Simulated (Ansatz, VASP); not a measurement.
WBrF4: VASP beside Ansatz

```
CELL_PARAMETERS angstrom
0.00000 3.20792 3.20792
3.20792 0.00000 3.20792
3.20792 3.20792 0.00000
ATOMIC_POSITIONS crystal
W 0.00000 0.00000 0.00000
Br 0.25000 0.25000 0.25000
F 0.62617 0.62617 0.62617
F 0.12149 0.62617 0.62617
F 0.62617 0.62617 0.12149
F 0.62617 0.12149 0.62617
```

Change from the starting cell: species swapped into the MgInCu4 type (F-43m, No. 216).

Alike in both runs: functional PBE; k mesh 6 × 6 × 6; occupations gaussian, width 0.1 eV; collinear spin.

Ansatz relaxed the structure, and its values are those at the end. VASP's run is a single point on that final structure, the one shown.

|  | VASP | Ansatz |
| --- | --- | --- |
| version | VASP 6.6.1 | Ansatz 0.2.0 |
| potentials or method | VASP PAW PBE potentials, release 64 (W_sv, Br, F), cutoff 520 eV | scalar-relativistic, plane waves, PAW |
| valence electrons in the cell | 49 | 49 |

VASP gave:

| Item | Value |
| --- | --- |
| gap on the k mesh at the Fermi level (eV) | none |
| pressure (GPa) | -0.2 |
| net moment per atom (μB) | 0.17 |
| size of the moment on the site where the two differ most (μB) | 1.17 |

Question: What did Ansatz give for the same quantities?

Answer: gap on the k mesh at the Fermi level (eV): none; pressure (GPa): -0.1; net moment per atom (μB): 0.17; size of the moment on the site where the two differ most (μB): 1.04.

Site moments also hang on the region over which each program counts them. A gap of «none» marks a metal or a gap that the smearing closes.

Neither program's run includes spin-orbit coupling.
